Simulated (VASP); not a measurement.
# SiC (F-43m) in VASP: notebook, part 2 of 2

VASP 6.6.1.

## (3) Single point, LDA (volume scaled by 1.02)

The input, INCAR:

```
SYSTEM = SiC
PREC = Accurate
ENCUT = 520
EDIFF = 1E-6
ISMEAR = 0
SIGMA = 0.01
LREAL = .FALSE.
LASPH = .TRUE.
NELM = 60
ALGO = Normal
ISIF = 2
LWAVE = .FALSE.
LCHARG = .FALSE.
NBANDS = 11
```

The input, KPOINTS:

```
regular mesh
0
G
  12 12 12
  0 0 0
```

The input, POSCAR:

```
SiC
1.0
    0.0000000000      2.1788245515      2.1788245515
    2.1788245515      0.0000000000      2.1788245515
    2.1788245515      2.1788245515      0.0000000000
Si C
1 1
Direct
    0.0000000000      0.0000000000      0.0000000000
    0.7500000000      0.7500000000      0.7500000000
```

Potentials or basis: VASP PAW LDA potentials, release 64 (Si, C).

Run with:

```
cat potpaw_LDA.64/Si/POTCAR potpaw_LDA.64/C/POTCAR > POTCAR
mpirun -np 1 vasp_std > vasp.out
```

OUTCAR:

```text
SYSTEM = SiC
   PREC = Accurate
   ENCUT = 520
   EDIFF = 1E-6
   ISMEAR = 0
   LREAL = .FALSE.
   LASPH = .TRUE.
   NELM = 60
   ISIF = 2

 ion  position               nearest neighbor table
   1  0.000  0.000  0.000-   2 1.89   2 1.89   2 1.89   2 1.89
   2  0.750  0.750  0.750-   1 1.89   1 1.89   1 1.89   1 1.89

  LATTYP: Found a face centered cubic cell.
 ALAT       =     4.3576491030

  Lattice vectors:

 A1 = (   0.0000000000,   2.1788245515,   2.1788245515)
 A2 = (   2.1788245515,   0.0000000000,   2.1788245515)
 A3 = (   2.1788245515,   2.1788245515,   0.0000000000)

Analysis of symmetry for initial positions (statically):
[... 5 lines left out ...]
 face centered cubic supercell.

 Subroutine GETGRP returns: Found 24 space group operations
 (whereof 24 operations were pure point group operations)
 out of a pool of 48 trial point group operations.

The static configuration has the point symmetry T_d .

Analysis of symmetry for dynamics (positions and initial velocities):
[... 5 lines left out ...]
 face centered cubic supercell.

 Subroutine GETGRP returns: Found 24 space group operations
 (whereof 24 operations were pure point group operations)
 out of a pool of 48 trial point group operations.

The dynamic configuration has the point symmetry T_d .

 Subroutine INISYM returns: Found 24 space group operations
 (whereof 24 operations are pure point group operations),
 and found     1 'primitive' translations

----------------------------------------------------------------------------------------

                                     Primitive cell

  volume of cell :      20.6870

  direct lattice vectors                    reciprocal lattice vectors
     0.000000000  2.178824551  2.178824551    -0.229481534  0.229481534  0.229481534
     2.178824551  0.000000000  2.178824551     0.229481534 -0.229481534  0.229481534
     2.178824551  2.178824551  0.000000000     0.229481534  0.229481534 -0.229481534

  length of vectors
     3.081323231  3.081323231  3.081323231     0.397473676  0.397473676  0.397473676

  position of ions in fractional coordinates (direct lattice)
     0.000000000  0.000000000  0.000000000
     0.750000000  0.750000000  0.750000000

  ion indices of the primitive-cell ions
   primitive index   ion index
                 1           1
                 2           2

----------------------------------------------------------------------------------------

 KPOINTS: regular mesh

Automatic generation of k-mesh.
 Grid dimensions read from file:
 generate k-points for:   12   12   12

 Generating k-lattice:

  Cartesian coordinates                     Fractional coordinates (reciprocal lattice)
    -0.019123461  0.019123461  0.019123461     0.083333333  0.000000000  0.000000000
     0.019123461 -0.019123461  0.019123461     0.000000000  0.083333333  0.000000000
     0.019123461  0.019123461 -0.019123461     0.000000000  0.000000000  0.083333333

  Length of vectors
     0.033122806  0.033122806  0.033122806

  Shift w.r.t. Gamma in fractional coordinates (k-lattice)
     0.000000000  0.000000000  0.000000000

 Subroutine IBZKPT returns following result:
 ===========================================

 Found     72 irreducible k-points:

 Following reciprocal coordinates:
            Coordinates               Weight
  0.000000  0.000000  0.000000      1.000000
  0.083333  0.000000  0.000000      8.000000
  0.166667  0.000000  0.000000      8.000000
  0.250000  0.000000  0.000000      8.000000
  0.333333  0.000000  0.000000      8.000000
  0.416667  0.000000  0.000000      8.000000
[... 16 lines left out ...]
  0.500000  0.166667  0.000000     24.000000
 -0.416667  0.166667  0.000000     24.000000
 [... further k-points ...]
   k-points           NKPTS =     72   k-points in BZ     NKDIM =     72   number of bands    NBANDS=     11
   number of dos      NEDOS =    301   number of ions     NIONS =      2
   total plane-waves  NPLWV =  13824
   dimension x,y,z NGX =    24 NGY =   24 NGZ =   24
   dimension x,y,z NGXF=    48 NGYF=   48 NGZF=   48
   ions per type =               1   1
   NGX,Y,Z   is equivalent  to a cutoff of  12.95, 12.95, 12.95 a.u.
   NGXF,Y,Z  is equivalent  to a cutoff of  25.90, 25.90, 25.90 a.u.
 SYSTEM =  SiC
   PREC   = accura    normal or accurate (medium, high low for compatibility)
   ISTART =      0    job   : 0-new  1-cont  2-samecut
   ICHARG =      2    charge: 1-file 2-atom 10-const
   ISPIN  =      1    spin polarized calculation?
   LNONCOLLINEAR =      F non collinear calculations
   LSORBIT =      F    spin-orbit coupling
   LASPH  =      T    aspherical Exc in radial PAW
   ENCUT  =  520.0 eV  38.22 Ry    6.18 a.u.   5.73  5.73  5.73*2*pi/ulx,y,z
   NELM   =     60;   NELMIN=  2; NELMDL= -5     # of ELM steps
   EDIFF  = 0.1E-05   stopping-criterion for ELM
   LREAL  =      F    real-space projection
   EDIFFG = 0.1E-04   stopping-criterion for IOM
   NSW    =      0    number of steps for IOM
   IBRION =     -1    ionic relax: 0-MD 1-quasi-New 2-CG
   NFREE  =      0    steps in history (QN), initial steepest desc. (CG)
   ISIF   =      2    stress and relaxation
   ISYM   =      2    0-nonsym 1-usesym 2-fastsym
   POTIM  = 0.5000    time-step for ionic-motion
   TEBEG  =    0.0;   TEEND  =   0.0 temperature during run
   PSTRESS=    0.0 pullay stress
   NELECT =       8.0000    total number of electrons
   NUPDOWN=      -1.0000    fix difference up-down
   EMIN   =  10.00;   EMAX   =-10.00  energy-range for DOS
   EFERMI =   0.00;   METHOD = LEGACY
   ISMEAR =     0;   SIGMA  =   0.01  broadening in eV -4-tet -1-fermi 0-gaus
   EFERMI_NEDOS =   21; number of points for ismear=-14 and -15
   IALGO  =     38    algorithm
   IMIX   =      4    mixing-type and parameters
     AMIX     =   0.40;   BMIX     =  1.00
     AMIX_MAG =   1.60;   BMIX_MAG =  1.00
  volume/ion in A,a.u.               =      10.34        69.80
  Fermi-wavevector in a.u.,A,eV,Ry     =   1.192722  2.253918 19.355455  1.422586
  Thomas-Fermi vector in A             =   2.328753
   LORBIT       =      0    0 simple, 1 ext, 2 COOP (PROOUT), +10 PAW based schemes
   GGA     = CA    functional components
   LHFCALC =     F    Hartree Fock is set to
   AEXX    =    0.0000 exact exchange contribution
   IVDW    =     0    specifies the selected vdW correction
   LEPSILON=     F    determine dielectric tensor
   LRPA    =     F    only Hartree local field effects (RPA)
 non-spin polarized calculation
 Gauss-broadening in eV      SIGMA  =   0.01
  energy-cutoff  :      520.00
  volume of cell :       20.69
 maximum number of plane-waves:       568
   NGX = 11   NGY = 11   NGZ = 11

 number of electron       8.0000001 magnetization

 Free energy of the ion-electron system (eV)
  ---------------------------------------------------
  ext. energy  EPLUGINS =         0.00000000
  ---------------------------------------------------
  free energy    TOTEN  =       -16.63819794 eV

  energy without entropy =      -16.63819794  energy(sigma->0) =      -16.63819794

 E-fermi :   8.1043     XC(G=0): -11.5577

 val. band max:        8.0642246657   @ k =   0.0000   0.0000   0.0000
 cond. band min:       9.3687738687   @ k =   0.5000   0.5000   0.0000
 fundamental gap:      1.3045492030
 Fermi energy:         8.1042705302

 k-point     1 :       0.0000    0.0000    0.0000
  band No.  band energies     occupation
      1      -7.2533      2.00000
      2       8.0642      2.00000
      3       8.0642      2.00000
      4       8.0642      2.00000
      5      14.3589      0.00000
      6      15.2578      0.00000
      7      15.2578      0.00000
      8      15.2578      0.00000
      9      22.5252      0.00000
     10      22.5252      0.00000
     11      24.2381      0.00000

 k-point     2 :       0.0833    0.0000    0.0000
  band No.  band energies     occupation
      1      -7.1171      2.00000
      2       7.3456      2.00000
      3       7.9687      2.00000
      4       7.9687      2.00000
      5      14.5619      0.00000
      6      15.4288      0.00000
      7      15.4329      0.00000
      8      15.4329      0.00000
      9      21.7672      0.00000
     10      21.7672      0.00000
     11      24.2245      0.00000
[... 295 lines left out ...]
 k-point    24 :      -0.4167    0.1667    0.0000
  band No.  band energies     occupation
      1      -3.3094      2.00000
      2       0.0399      2.00000
      3       4.9758      2.00000
      4       6.5479      2.00000
      5      13.1249      0.00000
      6      15.7161      0.00000
      7      16.5034      0.00000
      8      19.0988      0.00000
      9      22.5626      0.00000
     10      23.3388      0.00000
     11      26.0663      0.00000

 [... further k-points ...]
[... 5 lines left out ...]
  --------------------------------------------------------------------------------------
  -------------------------------------------------------------------------------------
  Total       -0.5125576     -0.5125576     -0.5125576     -0.0000000     -0.0000000      0.0000000
  in kB      -39.6968896    -39.6968896    -39.6968896     -0.0000000     -0.0000000      0.0000000
  external PRESSURE =     -39.6968896 kB  Pullay stress =       0.0000000 kB

 VOLUME and BASIS-vectors are now :
 -----------------------------------------------------------------------------
  energy-cutoff  :      520.00
  volume of cell :       20.69
      direct lattice vectors                 reciprocal lattice vectors
     0.000000000  2.178824551  2.178824551    -0.229481534  0.229481534  0.229481534
     2.178824551  0.000000000  2.178824551     0.229481534 -0.229481534  0.229481534
     2.178824551  2.178824551  0.000000000     0.229481534  0.229481534 -0.229481534

 POSITION                                       TOTAL-FORCE (eV/Angst)
 -----------------------------------------------------------------------------------
      0.00000      0.00000      0.00000        -0.000000     -0.000000     -0.000000
      3.26824      3.26824      3.26824         0.000000      0.000000      0.000000
 -----------------------------------------------------------------------------------
    total drift:                               -0.000000     -0.000000     -0.000000

  FREE ENERGIE OF THE ION-ELECTRON SYSTEM (eV)
  ---------------------------------------------------
  free  energy   TOTEN  =       -16.6381979440 eV

  energy  without entropy=      -16.6381979440  energy(sigma->0) =      -16.63819794
```

OSZICAR:

```text
N       E                     dE             d eps       ncg     rms          rms(c)
DAV:   1     0.323094378084E+01    0.32309E+01   -0.39037E+03  1624   0.609E+02
DAV:   2    -0.180053463714E+02   -0.21236E+02   -0.20300E+02  1965   0.113E+02
DAV:   3    -0.186704533373E+02   -0.66511E+00   -0.66421E+00  1944   0.169E+01
DAV:   4    -0.186732193466E+02   -0.27660E-02   -0.27658E-02  1845   0.142E+00
DAV:   5    -0.186732330961E+02   -0.13750E-04   -0.13749E-04  1944   0.901E-02    0.907E+00
DAV:   6    -0.167271968612E+02    0.19460E+01   -0.72154E+00  1779   0.119E+01    0.399E+00
DAV:   7    -0.166591844368E+02    0.68012E-01   -0.38140E-01  1890   0.358E+00    0.179E+00
DAV:   8    -0.166386165896E+02    0.20568E-01   -0.26380E-02  1827   0.978E-01    0.181E-01
DAV:   9    -0.166381827770E+02    0.43381E-03   -0.20547E-03  1949   0.243E-01    0.979E-02
DAV:  10    -0.166381978071E+02   -0.15030E-04   -0.13331E-04  1782   0.712E-02    0.327E-02
DAV:  11    -0.166381979440E+02   -0.13691E-06   -0.45059E-06  1902   0.126E-02
   1 F= -.16638198E+02 E0= -.16638198E+02  d E =-.106210E-11
```

It took 11 s on 1 thread of Intel Xeon Platinum 8259CL at 2.50GHz (Skylake/Cascade Lake), shared host; peak memory 0.13 GiB.

What came out:

- Free energy: -16.6382 eV
- Pressure: -4.0 GPa
- Band gap on the k mesh: 1.30 eV, indirect (least direct gap 4.50 eV)

Levels at points of the mesh, in eV from the valence-band top:
```csv
k point,band 2,band 3,band 4,band 5,band 6,band 7
"(0.00, 0.00, 0.00)",0.00,0.00,0.00,6.29,7.19,7.19
"(0.50, 0.00, 0.00)",-8.56,-1.05,-1.05,5.39,7.13,7.13
"(0.50, 0.50, 0.00)",-7.81,-3.19,-3.19,1.30,4.19,13.83
```

 A k mesh can miss the band edges.
